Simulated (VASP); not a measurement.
# BaTiO3 (Pm-3m) in VASP: a series of runs, part 2 of 2

VASP 6.6.1.

## (4) Electric field gradients, PBE (volume scaled by 0.99)

INCAR

```
SYSTEM = BaTiO3
PREC = Accurate
ENCUT = 520
EDIFF = 1E-8
ISMEAR = -1
SIGMA = 0.05
LREAL = .FALSE.
LASPH = .TRUE.
NELM = 60
ALGO = Normal
ISIF = 2
LWAVE = .FALSE.
LCHARG = .FALSE.
GGA = PE
LEFG = .TRUE.
NBANDS = 28
```

KPOINTS

```
regular mesh
0
G
  8 8 8
  0 0 0
```

POSCAR

```
BaTiO3
1.0
    3.9938975588      0.0000000000      0.0000000000
    0.0000000000      3.9938975588      0.0000000000
    0.0000000000      0.0000000000      3.9938975588
Ba Ti O
1 1 3
Direct
    0.5000000000      0.5000000000      0.5000000000
    0.0000000000      0.0000000000      0.0000000000
    0.5000000000      0.0000000000      0.0000000000
    0.0000000000      0.5000000000      0.0000000000
    0.0000000000      0.0000000000      0.5000000000
```

Potentials or basis: VASP PAW PBE potentials, release 64 (Ba_sv, Ti_sv, O).

Launch:

```console
$ cat potpaw_PBE.64/Ba_sv/POTCAR potpaw_PBE.64/Ti_sv/POTCAR potpaw_PBE.64/O/POTCAR > POTCAR
$ mpirun -np 1 vasp_std > vasp.out
```

OUTCAR:

```text
SYSTEM = BaTiO3
   PREC = Accurate
   ENCUT = 520
   EDIFF = 1E-8
   ISMEAR = -1
   LREAL = .FALSE.
   LASPH = .TRUE.
   NELM = 60
   ISIF = 2
   GGA = PE

 ion  position               nearest neighbor table
   1  0.500  0.500  0.500-   3 2.82   4 2.82   5 2.82   3 2.82   4 2.82   3 2.82   5 2.82   3 2.82
                             4 2.82   5 2.82   4 2.82   5 2.82   2 3.46   2 3.46   2 3.46   2 3.46
   2  0.000  0.000  0.000-   3 2.00   4 2.00   5 2.00   5 2.00   4 2.00   3 2.00   1 3.46   1 3.46
                             1 3.46   1 3.46   1 3.46   1 3.46   1 3.46   1 3.46
   3  0.500  0.000  0.000-   2 2.00   2 2.00   1 2.82   1 2.82   1 2.82   1 2.82
   4  0.000  0.500  0.000-   2 2.00   2 2.00   1 2.82   1 2.82   1 2.82   1 2.82
   5  0.000  0.000  0.500-   2 2.00   2 2.00   1 2.82   1 2.82   1 2.82   1 2.82

  LATTYP: Found a simple cubic cell.
[... 983 lines left out ...]
   4     -12.146    24.292   -12.146     0.000     0.000     0.000
   5     -12.146   -12.146    24.292     0.000    -0.000     0.000
---------------------------------------------------------------------

 Electric field gradients after diagonalization (V/A^2)
 (convention: |V_zz| > |V_xx| > |V_yy|)
----------------------------------------------------------------------
 ion       V_xx      V_yy      V_zz     asymmetry (V_yy - V_xx)/ V_zz
----------------------------------------------------------------------
   1       0.000     0.000    -0.000       0.238
   2       0.000     0.000     0.000      -0.143
   3     -12.146   -12.146    24.292       0.000
   4     -12.146   -12.146    24.292       0.000
   5     -12.146   -12.146    24.292       0.000
----------------------------------------------------------------------

           NMR quadrupolar parameters

 Cq : quadrupolar parameter    Cq=e*Q*V_zz/h
 eta: asymmetry parameters     (V_yy - V_xx)/ V_zz
 Q  : nuclear electric quadrupole moment in mb (millibarn)
----------------------------------------------------------------------
 ion       Cq(MHz)       eta       Q (mb)
----------------------------------------------------------------------
   1      -0.000       0.238       1.000
   2       0.000      -0.143       1.000
   3       0.059       0.000       1.000
   4       0.059       0.000       1.000
   5       0.059       0.000       1.000
----------------------------------------------------------------------
```

OSZICAR:

```text
N       E                     dE             d eps       ncg     rms          rms(c)
DAV:   1     0.427064220527E+03    0.42706E+03   -0.20590E+04  1960   0.152E+03
DAV:   2    -0.940656299594E+01   -0.43647E+03   -0.41579E+03  2280   0.416E+02
DAV:   3    -0.490330701759E+02   -0.39627E+02   -0.39304E+02  2336   0.131E+02
DAV:   4    -0.509073602014E+02   -0.18743E+01   -0.18707E+01  3064   0.251E+01
DAV:   5    -0.509391198271E+02   -0.31760E-01   -0.31750E-01  2544   0.314E+00    0.230E+01
DAV:   6    -0.401441213248E+02    0.10795E+02   -0.57049E+01  2720   0.663E+01    0.978E+00
DAV:   7    -0.401031963734E+02    0.40925E-01   -0.96380E+00  2560   0.224E+01    0.661E+00
DAV:   8    -0.399412305944E+02    0.16197E+00   -0.68434E-01  2416   0.733E+00    0.327E+00
DAV:   9    -0.399810754575E+02   -0.39845E-01   -0.28874E-01  2716   0.436E+00    0.148E+00
DAV:  10    -0.399568120285E+02    0.24263E-01   -0.14185E-01  2124   0.402E+00    0.402E-01
DAV:  11    -0.399548159492E+02    0.19961E-02   -0.12149E-02  2636   0.784E-01    0.110E-01
DAV:  12    -0.399551246191E+02   -0.30867E-03   -0.18677E-03  2888   0.373E-01    0.165E-01
DAV:  13    -0.399547764325E+02    0.34819E-03   -0.12442E-03  2564   0.357E-01    0.122E-02
DAV:  14    -0.399547781246E+02   -0.16922E-05   -0.44077E-05  2304   0.538E-02    0.802E-03
DAV:  15    -0.399547788102E+02   -0.68554E-06   -0.45380E-06  2796   0.157E-02    0.749E-03
DAV:  16    -0.399547782346E+02    0.57563E-06   -0.30885E-06  2456   0.177E-02    0.249E-03
DAV:  17    -0.399547782838E+02   -0.49291E-07   -0.11445E-07  2324   0.301E-03    0.665E-04
DAV:  18    -0.399547782840E+02   -0.13006E-09   -0.93301E-09  1648   0.696E-04
   1 F= -.39954778E+02 E0= -.39954778E+02  d E =-.210175E-08
```

It took 60 s on 1 thread of Intel Xeon Platinum 8488C (Sapphire Rapids), shared host; peak memory 0.2 GiB.

What came out:

- Free energy: -39.9548 eV
- Pressure: 5.1 GPa
- Band gap on the k mesh: 1.76 eV, indirect (least direct gap 1.90 eV)

Levels at points of the mesh, in eV from the valence-band top:
| k point | band 17 | band 18 | band 19 | band 20 | band 21 | band 22 | band 23 | band 24 |
| --- | --- | --- | --- | --- | --- | --- | --- | --- |
| (0.00, 0.00, 0.00) | -1.10 | -0.14 | -0.14 | -0.14 | 1.76 | 1.76 | 1.76 | 3.95 |
| (0.50, 0.00, 0.00) | -1.84 | -1.84 | -0.71 | -0.71 | 1.92 | 3.52 | 3.52 | 3.95 |
| (0.50, 0.50, 0.00) | -1.72 | -0.87 | -0.87 | -0.09 | 3.53 | 3.53 | 3.94 | 4.81 |
| (0.50, 0.50, 0.50) | -2.40 | 0.00 | 0.00 | 0.00 | 4.20 | 4.20 | 4.20 | 6.75 |

Electric field gradients, principal values (V/Å²):
| atom | least | middle | greatest (by size) |
| --- | --- | --- | --- |
| 1 Ba | 0.000 | 0.000 | 0.000 |
| 2 Ti | 0.000 | 0.000 | 0.000 |
| 3 O | -12.146 | -12.146 | 24.292 |
| 4 O | -12.146 | -12.146 | 24.292 |
| 5 O | -12.146 | -12.146 | 24.292 |

Caveat: without QUAD_EFG the Cq values of the log hold for a quadrupole moment of 1 mb, not for the nuclei; spin-orbit coupling is left out, which moves the levels of the heavy elements. A k mesh can miss the band edges.

## (5) Electric field gradients, PBE (volume scaled by 1.02)

INCAR

```
PREC     = Accurate       # precision mode
ENCUT    = 520            # plane-wave cutoff, eV
EDIFF    = 1E-8           # SCF threshold, eV
ISMEAR   = -1             # smearing method
SIGMA    = 0.05           # smearing width, eV
LREAL    = False          # projectors in reciprocal space
LASPH    = True           # aspherical terms in the spheres
NELM     = 60             # most SCF steps
ALGO     = Normal         # electronic algorithm
ISIF     = 2              # what is computed and relaxed
LWAVE    = False          # write WAVECAR
LCHARG   = False          # write CHGCAR
GGA      = PE             # functional
LEFG     = True         
NBANDS   = 28             # bands
```

KPOINTS

```
regular mesh
0
Gamma
  8 8 8
```

POSCAR: that of step 4 with these lines changed.

```diff
@@ -2,5 +2,5 @@
 1.0
-    3.9938975588      0.0000000000      0.0000000000
-    0.0000000000      3.9938975588      0.0000000000
-    0.0000000000      0.0000000000      3.9938975588
+    4.0338391840      0.0000000000      0.0000000000
+    0.0000000000      4.0338391840      0.0000000000
+    0.0000000000      0.0000000000      4.0338391840
 Ba Ti O
```

Potentials or basis: VASP PAW PBE potentials, release 64 (Ba_sv, Ti_sv, O).

Launch:

```console
$ cat potpaw_PBE.64/Ba_sv/POTCAR potpaw_PBE.64/Ti_sv/POTCAR potpaw_PBE.64/O/POTCAR > POTCAR
$ mpirun -np 1 vasp_std > vasp.out
```

OUTCAR:

```text
PREC = Accurate
   ENCUT = 520
   EDIFF = 1E-8
   ISMEAR = -1
   LREAL = False
   LASPH = True
   NELM = 60
   ISIF = 2
   GGA = PE

 ion  position               nearest neighbor table
   1  0.500  0.500  0.500-   3 2.85   4 2.85   5 2.85   3 2.85   4 2.85   3 2.85   5 2.85   3 2.85
                             4 2.85   5 2.85   4 2.85   5 2.85   2 3.49   2 3.49   2 3.49   2 3.49
   2  0.000  0.000  0.000-   3 2.02   4 2.02   5 2.02   5 2.02   4 2.02   3 2.02   1 3.49   1 3.49
                             1 3.49   1 3.49   1 3.49   1 3.49   1 3.49   1 3.49
   3  0.500  0.000  0.000-   2 2.02   2 2.02   1 2.85   1 2.85   1 2.85   1 2.85
   4  0.000  0.500  0.000-   2 2.02   2 2.02   1 2.85   1 2.85   1 2.85   1 2.85
   5  0.000  0.000  0.500-   2 2.02   2 2.02   1 2.85   1 2.85   1 2.85   1 2.85

  LATTYP: Found a simple cubic cell.
 ALAT       =     4.0338391840

  Lattice vectors:

 A1 = (   4.0338391840,   0.0000000000,   0.0000000000)
 A2 = (   0.0000000000,   4.0338391840,   0.0000000000)
 A3 = (   0.0000000000,   0.0000000000,   4.0338391840)

Analysis of symmetry for initial positions (statically):
=====================================================================
 Subroutine PRICEL returns:
 Original cell was already a primitive cell.

[... 953 lines left out ...]
 -----------------------------------------------------------------------------------
    total drift:                                0.000000     -0.000000      0.000000

  FREE ENERGIE OF THE ION-ELECTRON SYSTEM (eV)
  ---------------------------------------------------
  free  energy   TOTEN  =       -39.9859818261 eV

  energy  without entropy=      -39.9859818223  energy(sigma->0) =      -39.98598182

 Electric field gradients (V/A^2)
---------------------------------------------------------------------
 ion       V_xx      V_yy      V_zz      V_xy      V_xz      V_yz
---------------------------------------------------------------------
   1      -0.000     0.000    -0.000     0.000    -0.000    -0.000
   2      -0.000    -0.000     0.000    -0.000    -0.000     0.000
   3      26.898   -13.449   -13.449     0.000    -0.000     0.000
   4     -13.449    26.898   -13.449    -0.000    -0.000     0.000
   5     -13.449   -13.449    26.898    -0.000    -0.000     0.000
---------------------------------------------------------------------

 Electric field gradients after diagonalization (V/A^2)
 (convention: |V_zz| > |V_xx| > |V_yy|)
----------------------------------------------------------------------
 ion       V_xx      V_yy      V_zz     asymmetry (V_yy - V_xx)/ V_zz
----------------------------------------------------------------------
   1      -0.000     0.000    -0.000      -0.712
   2       0.000    -0.000    -0.000       0.522
   3     -13.449   -13.449    26.898       0.000
   4     -13.449   -13.449    26.898       0.000
   5     -13.449   -13.449    26.898       0.000
----------------------------------------------------------------------

           NMR quadrupolar parameters

 Cq : quadrupolar parameter    Cq=e*Q*V_zz/h
 eta: asymmetry parameters     (V_yy - V_xx)/ V_zz
 Q  : nuclear electric quadrupole moment in mb (millibarn)
----------------------------------------------------------------------
 ion       Cq(MHz)       eta       Q (mb)
----------------------------------------------------------------------
   1      -0.000      -0.712       1.000
   2      -0.000       0.522       1.000
   3       0.065       0.000       1.000
   4       0.065       0.000       1.000
   5       0.065       0.000       1.000
----------------------------------------------------------------------
```

stdout:

```text
POSCAR found type information on POSCAR BaTiO
 POSCAR found :  3 types and       5 ions
 scaLAPACK will be used
 LDA part: xc-table for (Slater+PW92), standard interpolation
 POSCAR, INCAR and KPOINTS ok, starting setup
 FFT: planning ... GRIDC
 FFT: planning ... GRID_SOFT
 FFT: planning ... GRID
 WAVECAR not read
 entering main loop
ion   1

ion   2

ion   3

ion   4

ion   5
```

Run time: 66 s. Hardware: 1 thread of Intel Xeon Platinum 8488C (Sapphire Rapids), shared host; peak memory 0.21 GiB.

What came out:

```yaml
Free_energy: -39.9860 eV
Pressure: -0.1 GPa
Band_gap_on_the_k_mesh: 1.70 eV, indirect (least direct gap 1.87 eV)
```

Levels at points of the mesh, in eV from the valence-band top:
| k point | band 17 | band 18 | band 19 | band 20 | band 21 | band 22 | band 23 | band 24 |
| --- | --- | --- | --- | --- | --- | --- | --- | --- |
| (0.00, 0.00, 0.00) | -1.05 | -0.17 | -0.17 | -0.17 | 1.70 | 1.70 | 1.70 | 3.74 |
| (0.50, 0.00, 0.00) | -1.80 | -1.80 | -0.71 | -0.71 | 1.85 | 3.37 | 3.37 | 3.75 |
| (0.50, 0.50, 0.00) | -1.73 | -0.88 | -0.88 | -0.09 | 3.37 | 3.37 | 3.78 | 4.57 |
| (0.50, 0.50, 0.50) | -2.41 | 0.00 | 0.00 | 0.00 | 4.01 | 4.01 | 4.01 | 6.62 |

Electric field gradients, principal values (V/Å²):
```
atom    least   middle  greatest (by size)
1 Ba    0.000    0.000               0.000
2 Ti    0.000    0.000               0.000
 3 O  -13.449  -13.449              26.898
 4 O  -13.449  -13.449              26.898
 5 O  -13.449  -13.449              26.898
```

Caveat: without QUAD_EFG the Cq values of the log hold for a quadrupole moment of 1 mb, not for the nuclei; spin-orbit coupling is left out, which moves the levels of the heavy elements. A k mesh can miss the band edges.

## (6) Electric field gradients, PBE (volume scaled by 1.02)

INCAR

```
SYSTEM = BaTiO3
ALGO     = Normal         ! electronic algorithm
EDIFF    = 1E-8           ! SCF threshold, eV
ENCUT    = 520            ! plane-wave cutoff, eV
GGA      = PE             ! functional
ISIF     = 2              ! what is computed and relaxed
ISMEAR   = -1             ! smearing method
LASPH    = .True.         ! aspherical terms in the spheres
LCHARG   = .False.        ! write CHGCAR
LEFG     = .True.       
LREAL    = .False.        ! projectors in reciprocal space
LWAVE    = .False.        ! write WAVECAR
NBANDS   = 28             ! bands
NELM     = 100            ! most SCF steps
PREC     = Accurate       ! precision mode
SIGMA    = 0.05           ! smearing width, eV
```

KPOINTS

```
k-points
0
Gamma
  8 8 8
  0 0 0
```

POSCAR is that of step 5.

Potentials or basis: VASP PAW PBE potentials, release 64 (Ba_sv, Ti_sv, O).

Launch:

```console
$ cat potpaw_PBE.64/Ba_sv/POTCAR potpaw_PBE.64/Ti_sv/POTCAR potpaw_PBE.64/O/POTCAR > POTCAR
$ mpirun -np 1 vasp_std > vasp.out
```

OUTCAR:

```text
SYSTEM = BaTiO3
   EDIFF = 1E-8
   ENCUT = 520
   GGA = PE
   ISIF = 2
   ISMEAR = -1
   LASPH = .True.
   LREAL = .False.
   NELM = 100
   PREC = Accurate

 ion  position               nearest neighbor table
   1  0.500  0.500  0.500-   3 2.85   4 2.85   5 2.85   3 2.85   4 2.85   3 2.85   5 2.85   3 2.85
                             4 2.85   5 2.85   4 2.85   5 2.85   2 3.49   2 3.49   2 3.49   2 3.49
   2  0.000  0.000  0.000-   3 2.02   4 2.02   5 2.02   5 2.02   4 2.02   3 2.02   1 3.49   1 3.49
                             1 3.49   1 3.49   1 3.49   1 3.49   1 3.49   1 3.49
   3  0.500  0.000  0.000-   2 2.02   2 2.02   1 2.85   1 2.85   1 2.85   1 2.85
   4  0.000  0.500  0.000-   2 2.02   2 2.02   1 2.85   1 2.85   1 2.85   1 2.85
[... 984 lines left out ...]
   3      26.898   -13.449   -13.449     0.000    -0.000     0.000
   4     -13.449    26.898   -13.449    -0.000    -0.000     0.000
   5     -13.449   -13.449    26.898    -0.000    -0.000     0.000
---------------------------------------------------------------------

 Electric field gradients after diagonalization (V/A^2)
 (convention: |V_zz| > |V_xx| > |V_yy|)
----------------------------------------------------------------------
 ion       V_xx      V_yy      V_zz     asymmetry (V_yy - V_xx)/ V_zz
----------------------------------------------------------------------
   1      -0.000     0.000    -0.000      -0.712
   2       0.000    -0.000    -0.000       0.522
   3     -13.449   -13.449    26.898       0.000
   4     -13.449   -13.449    26.898       0.000
   5     -13.449   -13.449    26.898       0.000
----------------------------------------------------------------------

           NMR quadrupolar parameters

 Cq : quadrupolar parameter    Cq=e*Q*V_zz/h
 eta: asymmetry parameters     (V_yy - V_xx)/ V_zz
 Q  : nuclear electric quadrupole moment in mb (millibarn)
----------------------------------------------------------------------
 ion       Cq(MHz)       eta       Q (mb)
----------------------------------------------------------------------
   1      -0.000      -0.712       1.000
   2      -0.000       0.522       1.000
   3       0.065       0.000       1.000
   4       0.065       0.000       1.000
   5       0.065       0.000       1.000
----------------------------------------------------------------------
```

stdout:

```text
POSCAR found type information on POSCAR BaTiO
 POSCAR found :  3 types and       5 ions
 scaLAPACK will be used
 LDA part: xc-table for (Slater+PW92), standard interpolation
 POSCAR, INCAR and KPOINTS ok, starting setup
 FFT: planning ... GRIDC
 FFT: planning ... GRID_SOFT
 FFT: planning ... GRID
 WAVECAR not read
 entering main loop
ion   1

ion   2

ion   3

ion   4

ion   5
```

Wall time 63 s (1 thread of Intel Xeon Platinum 8488C (Sapphire Rapids), shared host); peak memory 0.21 GiB.

What came out:

```
Free energy            : -39.9860 eV
Pressure               : -0.1 GPa
Band gap on the k mesh : 1.70 eV, indirect (least direct gap 1.87 eV)
```

Levels at points of the mesh, in eV from the valence-band top:
```csv
k point,band 16,band 17,band 18,band 19,band 20,band 21,band 22,band 23,band 24,band 25
"(0.00, 0.00, 0.00)",-1.05,-1.05,-0.17,-0.17,-0.17,1.70,1.70,1.70,3.74,3.74
"(0.50, 0.00, 0.00)",-1.85,-1.80,-1.80,-0.71,-0.71,1.85,3.37,3.37,3.75,5.70
"(0.50, 0.50, 0.00)",-2.61,-1.73,-0.88,-0.88,-0.09,3.37,3.37,3.78,4.57,7.42
"(0.50, 0.50, 0.50)",-2.41,-2.41,0.00,0.00,0.00,4.01,4.01,4.01,6.62,6.62
```

Electric field gradients, principal values (V/Å²):
| atom | least | middle | greatest (by size) |
| --- | --- | --- | --- |
| 1 Ba | 0.000 | 0.000 | 0.000 |
| 2 Ti | 0.000 | 0.000 | 0.000 |
| 3 O | -13.449 | -13.449 | 26.898 |
| 4 O | -13.449 | -13.449 | 26.898 |
| 5 O | -13.449 | -13.449 | 26.898 |

Caveat: without QUAD_EFG the Cq values of the log hold for a quadrupole moment of 1 mb, not for the nuclei; spin-orbit coupling is left out, which moves the levels of the heavy elements. A k mesh can miss the band edges.

## (7) The runs side by side

```csv
cell,gap on the mesh (eV),pressure (GPa)
"a = 3.953 Å, 5 atoms",1.82,11.1
"a = 3.994 Å, 5 atoms",1.76,5.1
"a = 4.034 Å, 5 atoms",1.70,-0.1
```

Alike in all rows: task electric field gradients; level PBE; potentials or basis VASP PAW PBE potentials, release 64 (Ba_sv, Ti_sv, O); no spin polarisation; k mesh 8 × 8 × 8; cutoff (eV) 520; smearing fermi-dirac 0.05 eV.

Caveats: spin-orbit coupling is left out, which moves the levels of the heavy elements.

Total energies depend on the potentials used, so only differences within one code and one set of settings carry meaning.
